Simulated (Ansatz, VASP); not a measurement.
# Two plane-wave programs on InH

```
In H
1.0
     0.00000    2.51536    2.51536
     2.51536    0.00000    2.51536
     2.51536    2.51536    0.00000
In H
1 1
Cartesian
  2.5154 2.5154 2.5154
  0.0000 0.0000 0.0000
```

Change from the starting cell: species swapped into the LaAs type (Fm-3m, No. 225).

Alike in both runs: functional PBE; k mesh 20 × 20 × 20; occupations gaussian, width 0.1 eV; no spin polarisation.

Ansatz relaxed the structure, and its values are those at the end. VASP's run is a single point on that final structure, the one shown.

```csv
,VASP,Ansatz
version,VASP 6.6.1,Ansatz 0.2.0
potentials or method,"VASP PAW PBE potentials, release 64 (In_d, H), cutoff 520 eV","scalar-relativistic, plane waves, PAW"
valence electrons in the cell,14,14
```

Ansatz gave:

```
gap on the k mesh at the Fermi level (eV) : none
pressure (GPa)                            : 0.0
```

Q: Which values does VASP return?

A: gap on the k mesh at the Fermi level (eV): none; pressure (GPa): -0.1.

A gap of «none» marks a metal or a gap that the smearing closes.
